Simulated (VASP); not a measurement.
# Ta4Ga (Im-3m) in VASP: notebook

Ta4Ga is run at these levels: PBE; tasks: single point, relaxation of cell and atoms.

Everything below comes from runs of VASP 6.6.1. Logs are shortened: lines on timing, memory, paths and dates and some standing lists are left out, and cuts for length are marked.

**1. The cell of the first run**

Symmetry: Im-3m, No. 229, cubic system. The conventional cell has a = 5.511 Å, b = 5.511 Å, c = 5.511 Å, α = 90.00°, β = 90.00°, γ = 90.00°. Ta (site symmetry -3m) has 2 Ga at 2.39 Å and 6 Ta at 2.76 Å within 3.2 Å. Ga (site symmetry m-3m) has 8 Ta at 2.39 Å within 3.2 Å.

**2. Single point, PBE**

INCAR reads:

```
  PREC = Accurate
  ENCUT = 520
  EDIFF = 1E-7
  ISMEAR = 0
  SIGMA = 0.1
  LREAL = False
  LASPH = True
  NELM = 80
  ALGO = Fast
  ISIF = 2
  LWAVE = False
  LCHARG = False
  GGA = PE
  NBANDS = 36
```

KPOINTS reads:

```
regular mesh
0
Gamma
  4 4 4
```

POSCAR reads:

```
Ta4Ga
1.0
   -2.7555420500      2.7555420500      2.7555420500
    2.7555420500     -2.7555420500      2.7555420500
    2.7555420500      2.7555420500     -2.7555420500
Ta Ga
4 1
Direct
    0.0000000000      0.0000000000      0.5000000000
    0.0000000000      0.5000000000      0.0000000000
    0.5000000000      0.0000000000      0.0000000000
    0.5000000000      0.5000000000      0.5000000000
    0.0000000000      0.0000000000      0.0000000000
```

Potentials or basis: VASP PAW PBE potentials, release 64 (Ta_pv, Ga_d).

Command:

```
> cat potpaw_PBE.64/Ta_pv/POTCAR potpaw_PBE.64/Ga_d/POTCAR > POTCAR
> mpirun -np 1 vasp_std > vasp.out
```

OUTCAR:

```text
PREC = Accurate
   ENCUT = 520
   EDIFF = 1E-7
   ISMEAR = 0
   LREAL = False
   LASPH = True
   NELM = 80
   ISIF = 2
   GGA = PE

 ion  position               nearest neighbor table
   1  0.000  0.000  0.500-   5 2.39   5 2.39   4 2.76   2 2.76   3 2.76   2 2.76   3 2.76   4 2.76

   2  0.000  0.500  0.000-   5 2.39   5 2.39   4 2.76   1 2.76   3 2.76   1 2.76   4 2.76   3 2.76

   3  0.500  0.000  0.000-   5 2.39   5 2.39   4 2.76   1 2.76   4 2.76   2 2.76   1 2.76   2 2.76

   4  0.500  0.500  0.500-   5 2.39   5 2.39   3 2.76   1 2.76   3 2.76   2 2.76   1 2.76   2 2.76

   5  0.000  0.000  0.000-   1 2.39   2 2.39   3 2.39   4 2.39   1 2.39   2 2.39   3 2.39   4 2.39

  LATTYP: Found a body centered cubic cell.
 ALAT       =     5.5110841000

  Lattice vectors:

 A1 = (  -2.7555420500,   2.7555420500,   2.7555420500)
 A2 = (   2.7555420500,  -2.7555420500,   2.7555420500)
 A3 = (   2.7555420500,   2.7555420500,  -2.7555420500)

Analysis of symmetry for initial positions (statically):
=====================================================================
 Subroutine PRICEL returns:
 Original cell was already a primitive cell.

 Routine SETGRP: Setting up the symmetry group for a
 body centered cubic supercell.

 Subroutine GETGRP returns: Found 48 space group operations
 (whereof 48 operations were pure point group operations)
 out of a pool of 48 trial point group operations.

The static configuration has the point symmetry O_h .

Analysis of symmetry for dynamics (positions and initial velocities):
=====================================================================
 Subroutine PRICEL returns:
 Original cell was already a primitive cell.

 Routine SETGRP: Setting up the symmetry group for a
 body centered cubic supercell.

 Subroutine GETGRP returns: Found 48 space group operations
 (whereof 48 operations were pure point group operations)
 out of a pool of 48 trial point group operations.

The dynamic configuration has the point symmetry O_h .

 Subroutine INISYM returns: Found 48 space group operations
 (whereof 48 operations are pure point group operations),
 and found     1 'primitive' translations

----------------------------------------------------------------------------------------

                                     Primitive cell

  volume of cell :      83.6915

  direct lattice vectors                    reciprocal lattice vectors
    -2.755542050  2.755542050  2.755542050     0.000000000  0.181452502  0.181452502
     2.755542050 -2.755542050  2.755542050     0.181452502  0.000000000  0.181452502
     2.755542050  2.755542050 -2.755542050     0.181452502  0.181452502  0.000000000

  length of vectors
     4.772738833  4.772738833  4.772738833     0.256612590  0.256612590  0.256612590

  position of ions in fractional coordinates (direct lattice)
     0.000000000  0.000000000  0.500000000
     0.000000000  0.500000000  0.000000000
     0.500000000  0.000000000  0.000000000
     0.500000000  0.500000000  0.500000000
     0.000000000  0.000000000  0.000000000

  ion indices of the primitive-cell ions
   primitive index   ion index
                 1           1
                 2           2
                 3           3
                 4           4
                 5           5

----------------------------------------------------------------------------------------

 KPOINTS: regular mesh

Automatic generation of k-mesh.
 Grid dimensions read from file:
 generate k-points for:    4    4    4

 Generating k-lattice:

  Cartesian coordinates                     Fractional coordinates (reciprocal lattice)
     0.000000000  0.045363126  0.045363126     0.250000000  0.000000000  0.000000000
     0.045363126  0.000000000  0.045363126     0.000000000  0.250000000  0.000000000
     0.045363126  0.045363126  0.000000000     0.000000000  0.000000000  0.250000000

  Length of vectors
     0.064153147  0.064153147  0.064153147

  Shift w.r.t. Gamma in fractional coordinates (k-lattice)
     0.000000000  0.000000000  0.000000000

 Subroutine IBZKPT returns following result:
 ===========================================

 Found      8 irreducible k-points:

 Following reciprocal coordinates:
            Coordinates               Weight
  0.000000  0.000000  0.000000      1.000000
  0.250000  0.000000  0.000000     12.000000
  0.500000  0.000000  0.000000      6.000000
  0.250000  0.250000  0.000000     24.000000
  0.250000  0.250000  0.250000      2.000000
 -0.250000  0.250000  0.250000      6.000000
  0.500000  0.500000  0.250000     12.000000
  0.500000  0.500000  0.500000      1.000000
   k-points           NKPTS =      8   k-points in BZ     NKDIM =      8   number of bands    NBANDS=     36
   number of dos      NEDOS =    301   number of ions     NIONS =      5
   total plane-waves  NPLWV =  46656
   dimension x,y,z NGX =    36 NGY =   36 NGZ =   36
   dimension x,y,z NGXF=    72 NGYF=   72 NGZF=   72
   ions per type =               4   1
   NGX,Y,Z   is equivalent  to a cutoff of  12.54, 12.54, 12.54 a.u.
   NGXF,Y,Z  is equivalent  to a cutoff of  25.08, 25.08, 25.08 a.u.
 SYSTEM =  unknown system
   PREC   = accura    normal or accurate (medium, high low for compatibility)
   ISTART =      0    job   : 0-new  1-cont  2-samecut
   ICHARG =      2    charge: 1-file 2-atom 10-const
   ISPIN  =      1    spin polarized calculation?
   LNONCOLLINEAR =      F non collinear calculations
   LSORBIT =      F    spin-orbit coupling
   LASPH  =      T    aspherical Exc in radial PAW
   ENCUT  =  520.0 eV  38.22 Ry    6.18 a.u.   8.87  8.87  8.87*2*pi/ulx,y,z
   NELM   =     80;   NELMIN=  2; NELMDL= -5     # of ELM steps
   EDIFF  = 0.1E-06   stopping-criterion for ELM
   LREAL  =      F    real-space projection
   EDIFFG = 0.1E-05   stopping-criterion for IOM
   NSW    =      0    number of steps for IOM
   IBRION =     -1    ionic relax: 0-MD 1-quasi-New 2-CG
   NFREE  =      0    steps in history (QN), initial steepest desc. (CG)
   ISIF   =      2    stress and relaxation
   ISYM   =      2    0-nonsym 1-usesym 2-fastsym
   POTIM  = 0.5000    time-step for ionic-motion
   TEBEG  =    0.0;   TEEND  =   0.0 temperature during run
   PSTRESS=    0.0 pullay stress
   NELECT =      57.0000    total number of electrons
   NUPDOWN=      -1.0000    fix difference up-down
   EMIN   =  10.00;   EMAX   =-10.00  energy-range for DOS
   EFERMI =   0.00;   METHOD = LEGACY
   ISMEAR =     0;   SIGMA  =   0.10  broadening in eV -4-tet -1-fermi 0-gaus
   EFERMI_NEDOS =   21; number of points for ismear=-14 and -15
   IALGO  =     68    algorithm
   IMIX   =      4    mixing-type and parameters
     AMIX     =   0.40;   BMIX     =  1.00
     AMIX_MAG =   1.60;   BMIX_MAG =  1.00
  volume/ion in A,a.u.               =      16.74       112.96
  Fermi-wavevector in a.u.,A,eV,Ry     =   1.440366  2.721896 28.227369  2.074653
  Thomas-Fermi vector in A             =   2.559118
   LORBIT       =      0    0 simple, 1 ext, 2 COOP (PROOUT), +10 PAW based schemes
   GGA     = PE    functional components
   LHFCALC =     F    Hartree Fock is set to
   AEXX    =    0.0000 exact exchange contribution
   IVDW    =     0    specifies the selected vdW correction
   LEPSILON=     F    determine dielectric tensor
   LRPA    =     F    only Hartree local field effects (RPA)
 non-spin polarized calculation
 RMM-DIIS sequential band-by-band and
 Gauss-broadening in eV      SIGMA  =   0.10
  energy-cutoff  :      520.00
  volume of cell :       83.69
 maximum number of plane-waves:      2316
   NGX = 17   NGY = 17   NGZ = 17

 number of electron      56.9999991 magnetization

 Free energy of the ion-electron system (eV)
  ---------------------------------------------------
  ext. energy  EPLUGINS =         0.00000000
  ---------------------------------------------------
  free energy    TOTEN  =       -42.69660250 eV

  energy without entropy =      -42.66649661  energy(sigma->0) =      -42.68154955

 E-fermi :   6.4367     XC(G=0): -12.5972

 val. band max:        6.4252692445   @ k =   0.2500   0.0000   0.0000
 cond. band min:       6.5174727098   @ k =   0.2500   0.2500   0.0000
 fundamental gap:      0.0922034653
 Fermi energy:         6.4366797105

 k-point     1 :       0.0000    0.0000    0.0000
  band No.  band energies     occupation
      1     -28.3626      2.00000
      2     -28.3626      2.00000
      3     -28.3626      2.00000
      4     -28.1294      2.00000
      5     -28.1294      2.00000
      6     -28.1294      2.00000
[... 28 lines left out ...]
     35       9.2377      0.00000
     36      11.1236      0.00000

 k-point     2 :       0.2500    0.0000    0.0000
  band No.  band energies     occupation
      1     -28.3320      2.00000
      2     -28.3159      2.00000
      3     -28.1854      2.00000
      4     -28.0570      2.00000
      5     -28.0430      2.00000
      6     -27.9587      2.00000
[... 28 lines left out ...]
     35      10.1739      0.00000
     36      10.3105      0.00000

 k-point     3 :       0.5000    0.0000    0.0000
  band No.  band energies     occupation
      1     -28.3139      2.00000
      2     -28.2893      2.00000
      3     -27.8424      2.00000
      4     -27.7962      2.00000
      5     -27.7610      2.00000
      6     -27.7401      2.00000
[... 28 lines left out ...]
     35       9.0447      0.00000
     36       9.2553      0.00000

 k-point     4 :       0.2500    0.2500    0.0000
  band No.  band energies     occupation
      1     -28.3068      2.00000
      2     -28.0916      2.00000
      3     -28.0743      2.00000
      4     -28.0361      2.00000
      5     -27.7578      2.00000
      6     -27.6842      2.00000
[... 28 lines left out ...]
     35       8.9636      0.00000
     36       9.7300      0.00000

 k-point     5 :       0.2500    0.2500    0.2500
  band No.  band energies     occupation
      1     -27.9482      2.00000
      2     -27.8820      2.00000
      3     -27.8820      2.00000
      4     -27.8820      2.00000
      5     -27.6312      2.00000
      6     -27.6312      2.00000
[... 28 lines left out ...]
     35       7.9745      0.00000
     36       8.5282      0.00000

 k-point     6 :      -0.2500    0.2500    0.2500
  band No.  band energies     occupation
      1     -28.4861      2.00000
      2     -28.2114      2.00000
      3     -28.1984      2.00000
      4     -28.1984      2.00000
      5     -27.8061      2.00000
      6     -27.6851      2.00000
[... 28 lines left out ...]
     35       9.6949      0.00000
     36      10.0256      0.00000

 k-point     7 :       0.5000    0.5000    0.2500
  band No.  band energies     occupation
      1     -28.5287      2.00000
      2     -28.1882      2.00000
      3     -28.1599      2.00000
      4     -28.1121      2.00000
      5     -27.9930      2.00000
      6     -27.9814      2.00000
[... 28 lines left out ...]
     35       9.8087      0.00000
     36      10.5051      0.00000

 k-point     8 :       0.5000    0.5000    0.5000
  band No.  band energies     occupation
      1     -28.6719      2.00000
      2     -28.2919      2.00000
      3     -28.2919      2.00000
      4     -28.1105      2.00000
      5     -28.1105      2.00000
      6     -28.1105      2.00000
[... 28 lines left out ...]
     35       8.4326      0.00000
     36      11.7746      0.00000

------------------------ aborting loop because EDIFF is reached ----------------------------------------

  FORCE on cell =-STRESS in cart. coord.  units (eV):
  Direction    XX          YY          ZZ          XY          YZ          ZX
  --------------------------------------------------------------------------------------
  -------------------------------------------------------------------------------------
  Total       24.8895085     24.8895085     24.8895085      0.0000000      0.0000000      0.0000000
  in kB      476.4812155    476.4812155    476.4812155      0.0000000      0.0000000      0.0000000
  external PRESSURE =     476.4812155 kB  Pullay stress =       0.0000000 kB

 VOLUME and BASIS-vectors are now :
 -----------------------------------------------------------------------------
  energy-cutoff  :      520.00
  volume of cell :       83.69
      direct lattice vectors                 reciprocal lattice vectors
    -2.755542050  2.755542050  2.755542050     0.000000000  0.181452502  0.181452502
     2.755542050 -2.755542050  2.755542050     0.181452502  0.000000000  0.181452502
     2.755542050  2.755542050 -2.755542050     0.181452502  0.181452502  0.000000000

 POSITION                                       TOTAL-FORCE (eV/Angst)
 -----------------------------------------------------------------------------------
      1.37777      1.37777     -1.37777         0.000000      0.000000      0.000000
      1.37777     -1.37777      1.37777        -0.000000     -0.000000     -0.000000
     -1.37777      1.37777      1.37777        -0.000000      0.000000      0.000000
      1.37777      1.37777      1.37777         0.000000     -0.000000     -0.000000
      0.00000      0.00000      0.00000         0.000000      0.000000     -0.000000
 -----------------------------------------------------------------------------------
    total drift:                                0.000000     -0.000000      0.000000

  FREE ENERGIE OF THE ION-ELECTRON SYSTEM (eV)
  ---------------------------------------------------
  free  energy   TOTEN  =       -42.6966024999 eV

  energy  without entropy=      -42.6664966078  energy(sigma->0) =      -42.68154955
```

Wall time 42 s (1 thread of AMD EPYC 9R45 (Zen 5), shared host); peak memory 0.18 GiB.

What came out:

* Free energy: -42.6966 eV
* Pressure: 47.6 GPa

Levels at points of the mesh, in eV from the Fermi level:
```
           k point  band 27  band 28  band 29  band 30  band 31  band 32
(0.00, 0.00, 0.00)     0.61     0.61     0.61     2.32     2.32     2.32
(0.50, 0.00, 0.00)    -0.84    -0.57    -0.17     0.68     1.01     1.04
(0.50, 0.50, 0.50)    -2.24    -0.48    -0.48     1.00     1.00     1.00
```

Caveat: the k points lie up to 0.40 Å⁻¹ apart; spin-orbit coupling is left out, which moves the levels of the heavy elements.

**3. Single point, PBE**

This run uses another cell than the first one, of 20.77 Å³/atom, 1.241 times its volume.

INCAR reads:

```
SYSTEM = Ta4Ga
ALGO = Fast ; EDIFF = 1E-7
ENCUT = 520 ; GGA = PE
ISIF = 2 ; ISMEAR = 0
LASPH = .True. ; LCHARG = .True.
LELF = .True. ; LREAL = .False.
LVHAR = .True. ; LWAVE = .False.
NBANDS = 36 ; NELM = 100
PREC = Accurate ; SIGMA = 0.1
```

KPOINTS reads:

```
k-points
0
Gamma
  4 4 4
  0 0 0
```

POSCAR: that of step 2 with these lines changed.

```diff
@@ -2,5 +2,5 @@
 1.0
-   -2.7555420500      2.7555420500      2.7555420500
-    2.7555420500     -2.7555420500      2.7555420500
-    2.7555420500      2.7555420500     -2.7555420500
+   -2.9608362141      2.9608362141      2.9608362141
+    2.9608362141     -2.9608362141      2.9608362141
+    2.9608362141      2.9608362141     -2.9608362141
 Ta Ga
```

Potentials or basis: VASP PAW PBE potentials, release 64 (Ta_pv, Ga_d).

Command:

```
> cat potpaw_PBE.64/Ta_pv/POTCAR potpaw_PBE.64/Ga_d/POTCAR > POTCAR
> mpirun -np 1 vasp_std > vasp.out
```

OUTCAR:

```text
SYSTEM = Ta4Ga
   EDIFF = 1E-7
   ENCUT = 520
   GGA = PE
   ISIF = 2
   ISMEAR = 0
   LASPH = .True.
   LREAL = .False.
   NELM = 100
   PREC = Accurate

 ion  position               nearest neighbor table
   1  0.000  0.000  0.500-   5 2.56   5 2.56   4 2.96   2 2.96   3 2.96   2 2.96   3 2.96   4 2.96

   2  0.000  0.500  0.000-   5 2.56   5 2.56   4 2.96   1 2.96   3 2.96   1 2.96   4 2.96   3 2.96

   3  0.500  0.000  0.000-   5 2.56   5 2.56   4 2.96   1 2.96   4 2.96   2 2.96   1 2.96   2 2.96
[... 502 lines left out ...]
  --------------------------------------------------------------------------------------
  -------------------------------------------------------------------------------------
  Total        0.0236268      0.0236268      0.0236268      0.0000000      0.0000000      0.0000000
  in kB        0.3645961      0.3645961      0.3645961      0.0000000      0.0000000      0.0000000
  external PRESSURE =       0.3645961 kB  Pullay stress =       0.0000000 kB

 VOLUME and BASIS-vectors are now :
 -----------------------------------------------------------------------------
  energy-cutoff  :      520.00
  volume of cell :      103.83
      direct lattice vectors                 reciprocal lattice vectors
    -2.960836214  2.960836214  2.960836214     0.000000000  0.168871212  0.168871212
     2.960836214 -2.960836214  2.960836214     0.168871212  0.000000000  0.168871212
     2.960836214  2.960836214 -2.960836214     0.168871212  0.168871212  0.000000000

 POSITION                                       TOTAL-FORCE (eV/Angst)
 -----------------------------------------------------------------------------------
      1.48042      1.48042     -1.48042         0.000000      0.000000     -0.000000
      1.48042     -1.48042      1.48042        -0.000000      0.000000      0.000000
     -1.48042      1.48042      1.48042         0.000000      0.000000      0.000000
      1.48042      1.48042      1.48042         0.000000     -0.000000      0.000000
      0.00000      0.00000      0.00000        -0.000000      0.000000      0.000000
 -----------------------------------------------------------------------------------
    total drift:                                0.000000     -0.000000      0.000000

  FREE ENERGIE OF THE ION-ELECTRON SYSTEM (eV)
  ---------------------------------------------------
  free  energy   TOTEN  =       -45.2003081708 eV

  energy  without entropy=      -45.1735356929  energy(sigma->0) =      -45.18692193
```

OSZICAR:

```text
N       E                     dE             d eps       ncg     rms          rms(c)
DAV:   1     0.565994168003E+03    0.56599E+03   -0.30700E+04   616   0.200E+03
DAV:   2     0.634025465421E+00   -0.56536E+03   -0.55500E+03   600   0.542E+02
DAV:   3    -0.452658096141E+02   -0.45900E+02   -0.43159E+02   668   0.128E+02
[... 25 lines left out ...]
RMM:  29    -0.452003077164E+02   -0.18680E-06   -0.19224E-06   427   0.125E-03    0.437E-04
RMM:  30    -0.452003078973E+02   -0.18088E-06   -0.19889E-06   460   0.127E-03    0.207E-04
RMM:  31    -0.452003079982E+02   -0.10090E-06   -0.10806E-06   430   0.115E-03    0.150E-04
RMM:  32    -0.452003081110E+02   -0.11283E-06   -0.10872E-06   334   0.915E-04    0.893E-05
RMM:  33    -0.452003081708E+02   -0.59768E-07   -0.58140E-07   306   0.758E-04
   1 F= -.45200308E+02 E0= -.45186922E+02  d E =-.267725E-01
```

Run time: 66 s. Hardware: 1 thread of AMD EPYC 9R45 (Zen 5), shared host; peak memory 0.21 GiB.

What came out:

| Quantity | Value |
| --- | --- |
| Free energy | -45.2003 eV |
| Pressure | 0.0 GPa |

Levels at points of the mesh, in eV from the Fermi level:
```tsv
k point	band 26	band 27	band 28	band 29	band 30	band 31	band 32	band 33
(0.00, 0.00, 0.00)	-1.74	0.12	0.12	0.12	1.90	1.90	1.91	2.31
(0.50, 0.00, 0.00)	-0.71	-0.70	-0.55	-0.11	0.74	0.77	0.79	1.31
(0.50, 0.50, 0.50)	-1.58	-1.58	-0.51	-0.51	1.00	1.00	1.00	1.76
```

Caveat: the k points lie up to 0.38 Å⁻¹ apart; spin-orbit coupling is left out, which moves the levels of the heavy elements.

[end of part 1 of 2]
